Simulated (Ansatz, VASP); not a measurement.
C in VASP and in Ansatz

INCAR

```
  ALGO = Normal
  EDIFF = 1E-6
  ENCUT = 520
  GGA = PE
  ISIF = 2
  ISMEAR = 0
  LASPH = True
  LCHARG = False
  LREAL = False
  LWAVE = False
  NBANDS = 11
  NELM = 80
  PREC = Accurate
  SIGMA = 0.05
```

KPOINTS

```
k-points
0
Gamma
  12 12 12
```

The input POSCAR:

```
C
1.0
    0.0000000000      1.8371859785      1.8170952449
    1.7032477541      0.0000000000      1.8170952449
    1.7032477541      1.8371859785      0.0000000000
C
2
Direct
    0.5000000000      0.5000000000      0.5000000000
    0.7500000000      0.7500000000      0.7500000000
```

Input for Ansatz:

```yaml
crystal:
  lattice:
    - [0.0, 1.8371859785, 1.8170952449]
    - [1.7032477541, 0.0, 1.8170952449]
    - [1.7032477541, 1.8371859785, 0.0]
  atoms:
    - { symbol: C, position: [0.5, 0.5, 0.5] }
    - { symbol: C, position: [0.75, 0.75, 0.75] }
basis:
  ecutwfc: 520.0
kpoints:
  mp_grid: { grid: [12, 12, 12] }
hamiltonian:
  xc: pbe
  pseudopotentials: { kind: paw, azcp: { folder: soft_1 } }
scf:
  occupations: { method: gaussian, width: 0.05 }
output:
  forces: true
  stress: true
  eigenvalues: true
  write_density: true
  write_potential: true
  elf: true
  volumetric_format: npy
```

Change from the starting cell: strain +e along x and -e along y -0.0375, strain +e along z and -e/2 along x and y +0.0175.

Alike in both runs: task single point; functional PBE; k mesh 12 × 12 × 12; occupations gaussian, width 0.05 eV; no spin polarisation.

|  | VASP | Ansatz |
| --- | --- | --- |
| version | VASP 6.6.1 | Ansatz 0.2.0 |
| potentials or method | VASP PAW PBE potentials, release 64 (C), cutoff 520 eV | scalar-relativistic, plane waves, PAW |
| valence electrons in the cell | 8 | 8 |

Ansatz gave:

- gap on the k mesh at the Fermi level (eV): 2.44
- least direct gap on the mesh (eV): 4.40
- pressure (GPa): 0.8
- traceless stress, the component that is largest in VASP (GPa): 40.28

**Question.** Estimate VASP's values.

**Answer.** gap on the k mesh at the Fermi level (eV): 2.43; least direct gap on the mesh (eV): 4.40; pressure (GPa): 1.4; traceless stress, the component that is largest in VASP (GPa): 40.28.
